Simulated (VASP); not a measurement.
# Ta2N (P-31m) in VASP: a series of runs

Ta2N is run at these levels: LDA; tasks: single point.

Program: VASP 6.6.1. These are calculated values, not measurements. Logs are shortened: lines on timing, memory, paths and dates and some standing lists are left out, and cuts for length are marked.

### 1 The cell of the first run

It takes space group P-31m (No. 162, trigonal). The conventional cell has a = 5.229 Å, b = 5.229 Å, c = 4.884 Å, α = 90.00°, β = 90.00°, γ = 120.00°. Ta (site symmetry m) has 3 N at 1.92 to 2.25 Å within 2.5 Å. N (site symmetry 32) has 6 Ta at 2.25 Å within 3.0 Å. N (site symmetry -3m) has 6 Ta at 1.92 Å within 2.5 Å.

### 2 Single point, LDA (c/a of the conventional cell at fixed volume 0.9340)

The input, INCAR:

```
SYSTEM = Ta2N
  PREC = Accurate
  ENCUT = 520
  EDIFF = 1E-6
  ISMEAR = 0
  SIGMA = 0.15
  LREAL = .FALSE.
  LASPH = .TRUE.
  NELM = 80
  ALGO = Normal
  ISIF = 2
  LWAVE = .FALSE.
  LCHARG = .FALSE.
  NBANDS = 50
```

The input, KPOINTS:

```
regular mesh
0
G
  9 9 8
  0 0 0
```

The input, POSCAR:

```
Ta2N
1.0
    5.2288597096      0.0000000000      0.0000000000
   -2.6144298548      4.5283253413      0.0000000000
    0.0000000000      0.0000000000      4.8835331142
Ta N
6 3
Direct
    0.7147405334      0.7147405334      0.7526041962
    0.0000000000      0.2852594666      0.7526041962
    0.2852594666      0.0000000000      0.7526041962
    0.2852594666      0.2852594666      0.2473958038
    0.0000000000      0.7147405334      0.2473958038
    0.7147405334      0.0000000000      0.2473958038
    0.6666666667      0.3333333333      0.5000000000
    0.3333333333      0.6666666667      0.5000000000
    0.0000000000      0.0000000000      0.0000000000
```

Potentials or basis: VASP PAW LDA potentials, release 64 (Ta_pv, N).

Launch:

```console
$ cat potpaw_LDA.64/Ta_pv/POTCAR potpaw_LDA.64/N/POTCAR > POTCAR
$ mpirun -np 1 vasp_std > vasp.out
```

OUTCAR:

```text
SYSTEM = Ta2N
   PREC = Accurate
   ENCUT = 520
   EDIFF = 1E-6
   ISMEAR = 0
   LREAL = .FALSE.
   LASPH = .TRUE.
   NELM = 80
   ISIF = 2

 ion  position               nearest neighbor table
   1  0.715  0.715  0.753-   9 1.92   7 2.25   8 2.25   2 2.58   3 2.58   6 2.84   5 2.84   6 2.88
                             5 2.88   3 3.26   2 3.26   2 3.26   3 3.26   4 3.30   4 3.34
   2  0.000  0.285  0.753-   9 1.92   7 2.25   8 2.25   1 2.58   3 2.58   6 2.84   4 2.84   6 2.88
                             4 2.88   3 3.26   1 3.26   1 3.26   3 3.26   5 3.30   5 3.34
   3  0.285  0.000  0.753-   9 1.92   8 2.25   7 2.25   2 2.58   1 2.58   4 2.84   5 2.84   5 2.88
                             4 2.88   2 3.26   1 3.26   2 3.26   1 3.26   6 3.30   6 3.34
   4  0.285  0.285  0.247-   9 1.92   8 2.25   7 2.25   5 2.58   6 2.58   3 2.84   2 2.84   3 2.88
                             2 2.88   6 3.26   5 3.26   5 3.26   6 3.26   1 3.30   1 3.34
   5  0.000  0.715  0.247-   9 1.92   8 2.25   7 2.25   4 2.58   6 2.58   3 2.84   1 2.84   3 2.88
                             1 2.88   6 3.26   4 3.26   4 3.26   6 3.26   2 3.30   2 3.34
   6  0.715  0.000  0.247-   9 1.92   7 2.25   8 2.25   5 2.58   4 2.58   1 2.84   2 2.84   1 2.88
                             2 2.88   5 3.26   4 3.26   4 3.26   5 3.26   3 3.30   3 3.34
   7  0.667  0.333  0.500-   6 2.25   2 2.25   5 2.25   3 2.25   1 2.25   4 2.25
   8  0.333  0.667  0.500-   3 2.25   5 2.25   2 2.25   6 2.25   4 2.25   1 2.25
   9  0.000  0.000  0.000-   1 1.92   2 1.92   4 1.92   5 1.92   3 1.92   6 1.92

  LATTYP: Found a hexagonal cell.
 ALAT       =     5.2288597096
 C/A-ratio  =     0.9339575711

  Lattice vectors:

 A1 = (   5.2288597096,   0.0000000000,   0.0000000000)
 A2 = (  -2.6144298548,   4.5283253413,   0.0000000000)
 A3 = (   0.0000000000,   0.0000000000,   4.8835331142)

Analysis of symmetry for initial positions (statically):
=====================================================================
 Subroutine PRICEL returns:
 Original cell was already a primitive cell.

 Routine SETGRP: Setting up the symmetry group for a
 hexagonal supercell.

 Subroutine GETGRP returns: Found 12 space group operations
 (whereof 12 operations were pure point group operations)
 out of a pool of 24 trial point group operations.

The static configuration has the point symmetry D_3d.

Analysis of symmetry for dynamics (positions and initial velocities):
=====================================================================
 Subroutine PRICEL returns:
 Original cell was already a primitive cell.

 Routine SETGRP: Setting up the symmetry group for a
 hexagonal supercell.

 Subroutine GETGRP returns: Found 12 space group operations
 (whereof 12 operations were pure point group operations)
 out of a pool of 24 trial point group operations.

The dynamic configuration has the point symmetry D_3d.

 Subroutine INISYM returns: Found 12 space group operations
 (whereof 12 operations are pure point group operations),
 and found     1 'primitive' translations

----------------------------------------------------------------------------------------

                                     Primitive cell

  volume of cell :     115.6322

  direct lattice vectors                    reciprocal lattice vectors
     5.228859710  0.000000000  0.000000000     0.191246286  0.110416095  0.000000000
    -2.614429855  4.528325341  0.000000000     0.000000000  0.220832190  0.000000000
     0.000000000  0.000000000  4.883533114     0.000000000  0.000000000  0.204769780

  length of vectors
     5.228859710  5.228859710  4.883533114     0.220832190  0.220832190  0.204769780

  position of ions in fractional coordinates (direct lattice)
     0.714740533  0.714740533  0.752604196
     0.000000000  0.285259467  0.752604196
     0.285259467  0.000000000  0.752604196
     0.285259467  0.285259467  0.247395804
     0.000000000  0.714740533  0.247395804
     0.714740533  0.000000000  0.247395804
     0.666666667  0.333333333  0.500000000
     0.333333333  0.666666667  0.500000000
     0.000000000  0.000000000  0.000000000

  ion indices of the primitive-cell ions
   primitive index   ion index
                 1           1
                 2           2
                 3           3
                 4           4
                 5           5
                 6           6
                 7           7
                 8           8
                 9           9

----------------------------------------------------------------------------------------

 KPOINTS: regular mesh

Automatic generation of k-mesh.
 Grid dimensions read from file:
 generate k-points for:    9    9    8

 Generating k-lattice:

  Cartesian coordinates                     Fractional coordinates (reciprocal lattice)
     0.021249587  0.012268455  0.000000000     0.111111111  0.000000000  0.000000000
     0.000000000  0.024536910  0.000000000     0.000000000  0.111111111  0.000000000
     0.000000000  0.000000000  0.025596222     0.000000000  0.000000000  0.125000000

  Length of vectors
     0.024536910  0.024536910  0.025596222

  Shift w.r.t. Gamma in fractional coordinates (k-lattice)
     0.000000000  0.000000000  0.000000000

 Subroutine IBZKPT returns following result:
 ===========================================

 Found     81 irreducible k-points:

 Following reciprocal coordinates:
            Coordinates               Weight
  0.000000  0.000000  0.000000      1.000000
  0.111111  0.000000  0.000000      6.000000
  0.222222  0.000000  0.000000      6.000000
  0.333333  0.000000  0.000000      6.000000
  0.444444  0.000000  0.000000      6.000000
  0.111111  0.111111  0.000000      6.000000
[... 16 lines left out ...]
 -0.111111  0.444444  0.125000     12.000000
  0.444444  0.111111  0.125000      6.000000
 [... further k-points ...]
   k-points           NKPTS =     81   k-points in BZ     NKDIM =     81   number of bands    NBANDS=     50
   number of dos      NEDOS =    301   number of ions     NIONS =      9
   total plane-waves  NPLWV =  57600
   dimension x,y,z NGX =    40 NGY =   40 NGZ =   36
   dimension x,y,z NGXF=    80 NGYF=   80 NGZF=   72
   ions per type =               6   3
   NGX,Y,Z   is equivalent  to a cutoff of  12.72, 12.72, 12.26 a.u.
   NGXF,Y,Z  is equivalent  to a cutoff of  25.44, 25.44, 24.51 a.u.
 SYSTEM =  Ta2N
   PREC   = accura    normal or accurate (medium, high low for compatibility)
   ISTART =      0    job   : 0-new  1-cont  2-samecut
   ICHARG =      2    charge: 1-file 2-atom 10-const
   ISPIN  =      1    spin polarized calculation?
   LNONCOLLINEAR =      F non collinear calculations
   LSORBIT =      F    spin-orbit coupling
   LASPH  =      T    aspherical Exc in radial PAW
   ENCUT  =  520.0 eV  38.22 Ry    6.18 a.u.   9.72  9.72  9.08*2*pi/ulx,y,z
   NELM   =     80;   NELMIN=  2; NELMDL= -5     # of ELM steps
   EDIFF  = 0.1E-05   stopping-criterion for ELM
   LREAL  =      F    real-space projection
   EDIFFG = 0.1E-04   stopping-criterion for IOM
   NSW    =      0    number of steps for IOM
   IBRION =     -1    ionic relax: 0-MD 1-quasi-New 2-CG
   NFREE  =      0    steps in history (QN), initial steepest desc. (CG)
   ISIF   =      2    stress and relaxation
   ISYM   =      2    0-nonsym 1-usesym 2-fastsym
   POTIM  = 0.5000    time-step for ionic-motion
   TEBEG  =    0.0;   TEEND  =   0.0 temperature during run
   PSTRESS=    0.0 pullay stress
   NELECT =      81.0000    total number of electrons
   NUPDOWN=      -1.0000    fix difference up-down
   EMIN   =  10.00;   EMAX   =-10.00  energy-range for DOS
   EFERMI =   0.00;   METHOD = LEGACY
   ISMEAR =     0;   SIGMA  =   0.15  broadening in eV -4-tet -1-fermi 0-gaus
   EFERMI_NEDOS =   21; number of points for ismear=-14 and -15
   IALGO  =     38    algorithm
   IMIX   =      4    mixing-type and parameters
     AMIX     =   0.40;   BMIX     =  1.00
     AMIX_MAG =   1.60;   BMIX_MAG =  1.00
  volume/ion in A,a.u.               =      12.85        86.70
  Fermi-wavevector in a.u.,A,eV,Ry     =   1.453930  2.747530 28.761537  2.113913
  Thomas-Fermi vector in A             =   2.571140
   LORBIT       =      0    0 simple, 1 ext, 2 COOP (PROOUT), +10 PAW based schemes
   GGA     = CA    functional components
   LHFCALC =     F    Hartree Fock is set to
   AEXX    =    0.0000 exact exchange contribution
   IVDW    =     0    specifies the selected vdW correction
   LEPSILON=     F    determine dielectric tensor
   LRPA    =     F    only Hartree local field effects (RPA)
 non-spin polarized calculation
 Gauss-broadening in eV      SIGMA  =   0.15
  energy-cutoff  :      520.00
  volume of cell :      115.63
 maximum number of plane-waves:      3175
   NGX = 19   NGY = 19   NGZ = 19

 number of electron      81.0000000 magnetization

 Free energy of the ion-electron system (eV)
  ---------------------------------------------------
  ext. energy  EPLUGINS =         0.00000000
  ---------------------------------------------------
  free energy    TOTEN  =      -107.82047451 eV

  energy without entropy =     -107.76203189  energy(sigma->0) =     -107.79125320

 E-fermi :   7.1229     XC(G=0): -13.2536

 val. band max:        7.1215178103   @ k =   0.3333   0.0000   0.5000
 cond. band min:       7.1229427114   @ k =   0.4444   0.1111   0.3750
 fundamental gap:      0.0014249012
 Fermi energy:         7.1229087957

 k-point     1 :       0.0000    0.0000    0.0000
  band No.  band energies     occupation
      1     -28.7874      2.00000
      2     -27.9696      2.00000
      3     -27.6663      2.00000
      4     -27.5658      2.00000
      5     -27.5658      2.00000
      6     -27.3880      2.00000
[... 42 lines left out ...]
     49       9.9534      0.00000
     50       9.9534      0.00000

 k-point     2 :       0.1111    0.0000    0.0000
  band No.  band energies     occupation
      1     -28.7778      2.00000
      2     -27.9763      2.00000
      3     -27.6641      2.00000
      4     -27.5713      2.00000
      5     -27.5605      2.00000
      6     -27.4003      2.00000
[... 42 lines left out ...]
     49       9.9427      0.00000
     50      10.1783      0.00000

 k-point     3 :       0.2222    0.0000    0.0000
  band No.  band energies     occupation
      1     -28.7526      2.00000
      2     -27.9895      2.00000
      3     -27.6555      2.00000
      4     -27.5829      2.00000
      5     -27.5542      2.00000
      6     -27.4241      2.00000
[... 42 lines left out ...]
     49      10.2808      0.00000
     50      11.1250      0.00000

 k-point     4 :       0.3333    0.0000    0.0000
  band No.  band energies     occupation
      1     -28.7219      2.00000
      2     -27.9990      2.00000
      3     -27.6394      2.00000
      4     -27.5931      2.00000
      5     -27.5612      2.00000
      6     -27.4403      2.00000
[... 999 lines left out ...]
 k-point    23 :      -0.1111    0.4444    0.1250
  band No.  band energies     occupation
      1     -28.6879      2.00000
      2     -28.0210      2.00000
      3     -27.6840      2.00000
      4     -27.6275      2.00000
      5     -27.5583      2.00000
      6     -27.3904      2.00000
[... 42 lines left out ...]
     49      10.7660      0.00000
     50      11.0014      0.00000

 k-point    24 :       0.4444    0.1111    0.1250
  band No.  band energies     occupation
      1     -28.7018      2.00000
      2     -28.0007      2.00000
      3     -27.6259      2.00000
      4     -27.5991      2.00000
      5     -27.5452      2.00000
      6     -27.4118      2.00000
[... 42 lines left out ...]
     49      10.7592      0.00000
     50      10.9650      0.00000

 [... further k-points ...]
[... 5 lines left out ...]
  --------------------------------------------------------------------------------------
  -------------------------------------------------------------------------------------
  Total       22.4130004     22.4130004     16.0500042      0.0000000     -0.0000000      0.0000000
  in kB      310.5502138    310.5502138    222.3857650      0.0000000     -0.0000000      0.0000000
  external PRESSURE =     281.1620642 kB  Pullay stress =       0.0000000 kB

 VOLUME and BASIS-vectors are now :
 -----------------------------------------------------------------------------
  energy-cutoff  :      520.00
  volume of cell :      115.63
      direct lattice vectors                 reciprocal lattice vectors
     5.228859710  0.000000000  0.000000000     0.191246286  0.110416095  0.000000000
    -2.614429855  4.528325341  0.000000000     0.000000000  0.220832190  0.000000000
     0.000000000  0.000000000  4.883533114     0.000000000  0.000000000  0.204769780

 POSITION                                       TOTAL-FORCE (eV/Angst)
 -----------------------------------------------------------------------------------
      1.86864      3.23658      3.67537        -4.744473     -8.217669     -3.444234
     -0.74579      1.29175      3.67537        -4.744473      8.217669     -3.444234
      1.49158      0.00000      3.67537         9.488947     -0.000000     -3.444234
      0.74579      1.29175      1.20817         4.744473      8.217669      3.444234
     -1.86864      3.23658      1.20817         4.744473     -8.217669      3.444234
      3.73728      0.00000      1.20817        -9.488947      0.000000      3.444234
      2.61443      1.50944      2.44177         0.000000      0.000000     -0.000000
     -0.00000      3.01888      2.44177         0.000000      0.000000     -0.000000
      0.00000      0.00000      0.00000         0.000000      0.000000     -0.000000
 -----------------------------------------------------------------------------------
    total drift:                                0.000000      0.000000     -0.000000

  FREE ENERGIE OF THE ION-ELECTRON SYSTEM (eV)
  ---------------------------------------------------
  free  energy   TOTEN  =      -107.8204745118 eV

  energy  without entropy=     -107.7620318925  energy(sigma->0) =     -107.79125320
```

Run time: 7.2 min. Hardware: 1 thread of Intel Xeon Platinum 8488C (Sapphire Rapids), shared host; peak memory 0.43 GiB.

What came out:

| Quantity | Value |
| --- | --- |
| Free energy | -107.8205 eV |
| Pressure | 28.1 GPa |
| Largest force | 10.095 eV/Å |

Forces in eV/Å, atoms in the order of the input:
```
Ta  -4.744 -8.218 -3.444
Ta  -4.744  8.218 -3.444
Ta   9.489  0.000 -3.444
Ta   4.744  8.218  3.444
Ta   4.744 -8.218  3.444
Ta  -9.489  0.000  3.444
N    0.000  0.000  0.000
N    0.000  0.000  0.000
N    0.000  0.000  0.000
```

Stress tensor (GPa, compression positive):
```
31.06  0.00  0.00
 0.00 31.06  0.00
 0.00  0.00 22.24
```

Levels at points of the mesh, in eV from the Fermi level:
```csv
k point,band 37,band 38,band 39,band 40,band 41,band 42,band 43,band 44,band 45,band 46
"(0.00, 0.00, 0.00)",-1.28,-0.93,-0.22,-0.22,-0.15,0.33,0.33,1.45,1.45,2.40
"(0.00, 0.00, 0.50)",-1.07,-1.07,-1.02,-1.02,-0.61,-0.12,-0.12,1.87,1.87,2.38
```

Caveat: spin-orbit coupling is left out, which moves the levels of the heavy elements; forces of over 1 eV/Å act on the atoms, so gaps and moduli don't describe the material at rest.

### 3 Single point, LDA (c/a of the conventional cell at fixed volume 0.9713)

The input, INCAR:

```
SYSTEM = Ta2N
PREC = Accurate
ENCUT = 520
EDIFF = 1E-6
ISMEAR = 0
SIGMA = 0.15
LREAL = .FALSE.
LASPH = .TRUE.
NELM = 60
ALGO = Normal
ISIF = 2
LWAVE = .FALSE.
LCHARG = .FALSE.
NBANDS = 50
```

KPOINTS is that of step 2.

The input, POSCAR:

```
Ta2N
1.0
    5.1609728685      0.0000000000      0.0000000000
   -2.5804864342      4.4695336123      0.0000000000
    0.0000000000      0.0000000000      5.0128529472
Ta N
6 3
Direct
    0.6908347477      0.6908347477      0.7526041962
    0.0000000000      0.3091652523      0.7526041962
    0.3091652523      0.0000000000      0.7526041962
    0.3091652523      0.3091652523      0.2473958038
    0.0000000000      0.6908347477      0.2473958038
    0.6908347477      0.0000000000      0.2473958038
    0.6666666667      0.3333333333      0.5000000000
    0.3333333333      0.6666666667      0.5000000000
    0.0000000000      0.0000000000      0.0000000000
```

Potentials or basis: VASP PAW LDA potentials, release 64 (Ta_pv, N).

Launch:

```console
$ cat potpaw_LDA.64/Ta_pv/POTCAR potpaw_LDA.64/N/POTCAR > POTCAR
$ mpirun -np 1 vasp_std > vasp.out
```

Run time: 4 min. Hardware: 1 thread of AMD EPYC 9R45 (Zen 5), shared host; peak memory 0.4 GiB.

It converged, with:

| Quantity | Value |
| --- | --- |
| Free energy | -112.5354 eV |
| Pressure | 8.0 GPa |
| Largest force | 4.306 eV/Å |

Forces in eV/Å, atoms in the order of the input:
```
Ta  -2.036 -3.527 -1.401
Ta  -2.036  3.527 -1.401
Ta   4.072  0.000 -1.401
Ta   2.036  3.527  1.401
Ta   2.036 -3.527  1.401
Ta  -4.072  0.000  1.401
N    0.000  0.000  0.000
N    0.000  0.000  0.000
N    0.000  0.000  0.000
```

Stress tensor (GPa, compression positive):
```
12.65  0.00  0.00
 0.00 12.65  0.00
 0.00  0.00 -1.39
```

Levels at points of the mesh, in eV from the Fermi level:
| k point | band 38 | band 39 | band 40 | band 41 | band 42 | band 43 | band 44 | band 45 |
| --- | --- | --- | --- | --- | --- | --- | --- | --- |
| (0.00, 0.00, 0.00) | -1.18 | -0.55 | -0.03 | -0.03 | 0.06 | 0.06 | 1.32 | 1.32 |
| (0.00, 0.00, 0.50) | -1.28 | -1.28 | -1.10 | -1.10 | 0.32 | 0.32 | 1.43 | 2.09 |

Caveat: spin-orbit coupling is left out, which moves the levels of the heavy elements; forces of over 1 eV/Å act on the atoms, so gaps and moduli don't describe the material at rest.

[end of part 1 of 2]
